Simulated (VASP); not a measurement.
Write the native input for VASP 6.6.1 that does the following.

```yaml
Task: single point
Functional: PBEsol
Potentials_or_basis: VASP PAW PBE potentials, release 64 (Ti_sv)
Cutoff: 520 eV
k_mesh: 18 × 18 × 10
Occupations: gaussian, width 0.15 eV
Spin: no spin polarisation
Dipole_correction: no
Further_INCAR_settings: ALGO = Fast; EDIFF = 1e-07; NBANDS = 19
```

The structure of Ti lies in POSCAR:

```
Ti
1.0
    2.9499978604      0.0000000000      0.0000000000
   -1.4749989302      2.5547730882      0.0000000000
    0.0000000000      0.0000000000      4.5454200000
Ti
2
Direct
    0.3333333333      0.6666666667      0.2500000000
    0.6666666667      0.3333333333      0.7500000000
```

This cell differs from its parent crystal: strain -0.0300 x Voigt [0, 0, 1, 0, 0, 0].

These files were run (other wordings do the same):

INCAR

```
PREC = Accurate
ENCUT = 520
EDIFF = 1E-7
ISMEAR = 0
SIGMA = 0.15
LREAL = False
LASPH = True
NELM = 80
ALGO = Fast
ISIF = 2
LWAVE = False
LCHARG = False
GGA = PS
NBANDS = 19
```

KPOINTS

```
regular mesh
0
Gamma
  18 18 10
```

Potentials or basis: VASP PAW PBE potentials, release 64 (Ti_sv).

Launch:

```sh
$ cat potpaw_PBE.64/Ti_sv/POTCAR > POTCAR
$ mpirun -np 1 vasp_std > vasp.out
```

Results of the run:

The pressure is -2.9 GPa. The band gap on the k mesh is zero (band 12 reaches 9.16 eV, above the bottom of band 13 at 8.04 eV).

Caveat: the cell differs from its parent crystal (strain -0.0300 x Voigt [0, 0, 1, 0, 0, 0]); the PAW data sets were made with another functional, which shifts forces and pressure a little.

Wall time 3.8 min on 1 thread of Intel(R) Xeon(R) Platinum 8559C (Emerald Rapids), with other jobs on the host, peak memory 0.24 GiB.
